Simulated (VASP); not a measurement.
Here is a VASP 6.6.1 calculation.

INCAR

```
ALGO = Normal ; EDIFF = 1E-8
ENCUT = 520 ; GGA = PS
ISIF = 2 ; ISMEAR = -1
LASPH = T ; LCHARG = F
LEFG = T ; LREAL = F
LWAVE = F ; NBANDS = 16
NELM = 100 ; PREC = Accurate
SIGMA = 0.08
```

KPOINTS

```
k-points
0
Gamma
  15 15 8
```

File POSCAR:

```
SiC
1.0
    3.0344255669      0.0000000000      0.0000000000
   -1.5172127834      2.6278896269      0.0000000000
    0.0000000000      0.0000000000      4.9797754205
Si C
2 2
Direct
    0.3333333333      0.6666666667      0.0000000000
    0.6666666667      0.3333333333      0.5000000000
    0.3333333333      0.6666666667      0.3850000000
    0.6666666667      0.3333333333      0.8850000000
```

Potentials or basis: VASP PAW PBE potentials, release 64 (Si, C).

The run is started by

```bash
$ cat potpaw_PBE.64/Si/POTCAR potpaw_PBE.64/C/POTCAR > POTCAR
$ mpirun -np 1 vasp_std > vasp.out
```

Task: Predict the largest force.

Result: 0.818 eV/Å.

Task: What does it give for the pressure?

Result: 10.5 GPa.

Task: What does it give for the band gap on the k mesh?

Result: 2.08 eV, indirect (least direct gap 4.05 eV).

Stress tensor (GPa, compression positive):
```
12.76  0.00  0.00
 0.00 12.76  0.00
 0.00  0.00  5.99
```

Caveat: without QUAD_EFG the Cq values of the log hold for a quadrupole moment of 1 mb, not for the nuclei; the PAW data sets were made with another functional, which shifts forces and pressure a little. A k mesh can miss the band edges.
